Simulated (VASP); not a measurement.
Input of a VASP 6.6.1 run:

Contents of POSCAR:

```
TiO2
1.0
    4.5969450695      0.0000000000      0.0000000000
    0.0000000000      4.5969450695      0.0000000000
    0.0000000000      0.0000000000      2.9535431401
Ti O
2 4
Direct
    0.0000000000      0.0000000000      0.0000000000
    0.5000000000      0.5000000000      0.5000000000
    0.3046314432      0.3046314432      0.0000000000
    0.1953685568      0.8046314432      0.5000000000
    0.6953685568      0.6953685568      0.0000000000
    0.8046314432      0.1953685568      0.5000000000
```

Contents of INCAR.step1:

```
SYSTEM = TiO2
ALGO = Normal
EDIFF = 1E-4
ENCUT = 600
GGA = PE
ISMEAR = 0
LASPH = .True.
LCHARG = .False.
LREAL = .False.
LWAVE = .True.
NELM = 60
PREC = Accurate
SIGMA = 0.01
```

Contents of INCAR.step2:

```
SYSTEM = TiO2
ALGO = Normal
EDIFF = 1E-6
EDIFFG = -0.002
ENCUT = 600
IBRION = 2
ISIF = 3
ISMEAR = 0
ISTART = 1
LASPH = .True.
LCHARG = .False.
LMIXTAU = .True.
LREAL = .False.
LWAVE = .False.
METAGGA = R2SCAN
NELM = 60
NSW = 100
PREC = Accurate
PSTRESS = 100.0
SIGMA = 0.01
```

KPOINTS

```
k-points
0
Gamma
  4 4 6
  0 0 0
```

Potentials or basis: VASP PAW PBE potentials, release 64 (Ti_sv, O).

Command:

```bash
$ cat potpaw_PBE.64/Ti_sv/POTCAR potpaw_PBE.64/O/POTCAR > POTCAR
$ cp INCAR.step1 INCAR
$ mpirun -np 1 vasp_std > vasp.out
$ cp INCAR.step2 INCAR
$ mpirun -np 1 vasp_std > vasp.out
```

(1) Estimate the relaxed volume.

(2) Estimate the band gap on the k mesh.

(3) What does it give for the relaxed cell?

## Answers

(1) 10.04 Å³/atom.

(2) 2.27 eV.

(3) a = 4.528 Å, b = 4.528 Å, c = 2.937 Å, α = 90.00°, β = 90.00°, γ = 90.00°.

Caveat: the cell is relaxed towards a set pressure, so the run minimises the enthalpy, not the energy; the PAW data sets were made with another functional, which shifts forces and pressure a little.
